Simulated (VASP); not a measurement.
Write the native input for VASP 6.6.1 that does the following.

- Task: relaxation of cell and atoms
- Functional: PBE
- Potentials or basis: VASP PAW PBE potentials, release 64 (Se)
- Cutoff: 600 eV
- k mesh: 6 × 6 × 6
- Occupations: gaussian, width 0.02 eV
- Spin: no spin polarisation
- Dipole correction: no
- Further INCAR settings: ALGO = Normal; EDIFF = 1e-06; IBRION = 2; EDIFFG = -0.01; NSW = 100; ISIF = 3

The structure of Se lies in POSCAR:

```
Se
1.0
    5.5248840856      3.1897933140      1.8715620827
   -5.5248840856      3.1897933140      1.8715620827
    0.0000000000     -6.3795866282      1.8715620826
Se
6
Direct
    0.2658128846      0.1382672718      0.8857033762
    0.8857033762      0.2658128846      0.1382672718
    0.1382672718      0.8857033762      0.2658128846
    0.7341871154      0.8617327282      0.1142966238
    0.1142966238      0.7341871154      0.8617327282
    0.8617327282      0.1142966238      0.7341871154
```

These files were run (other wordings do the same):

INCAR

```
SYSTEM = Se
PREC = Accurate ; ENCUT = 600
EDIFF = 1E-6 ; ISMEAR = 0
SIGMA = 0.02 ; LREAL = .False.
LASPH = .True. ; NELM = 100
ALGO = Normal ; ISIF = 3
LWAVE = .False. ; LCHARG = .False.
GGA = PE ; IBRION = 2
NSW = 100 ; EDIFFG = -0.01
```

KPOINTS

```
regular mesh
0
Gamma
  6 6 6
  0 0 0
```

Potentials or basis: VASP PAW PBE potentials, release 64 (Se).

Command:

```bash
$ cat potpaw_PBE.64/Se/POTCAR > POTCAR
$ mpirun -np 1 vasp_std > vasp.out
```

It gave:

```json
{
 "Relaxed volume": "33.02 Å³/atom",
 "Relaxed cell": "a = 6.652 Å, b = 6.652 Å, c = 6.652 Å, α = 112.41°, β = 112.41°, γ = 112.41°",
 "Space group after relaxing (to 0.05 Å)": "R-3 (No. 148)",
 "Energy gained by relaxing": "0.0 meV/atom",
 "Ionic steps": "3",
 "Pressure after relaxing": "0.0 GPa",
 "Largest force after relaxing": "0.004 eV/Å",
 "Band gap on the k mesh": "1.57 eV, indirect (least direct gap 1.64 eV)"
}
```

Wall time 4.2 min on 1 thread of AMD EPYC 9R45 96-Core Processor (Zen 5) (shared host), peak memory 0.46 GiB.
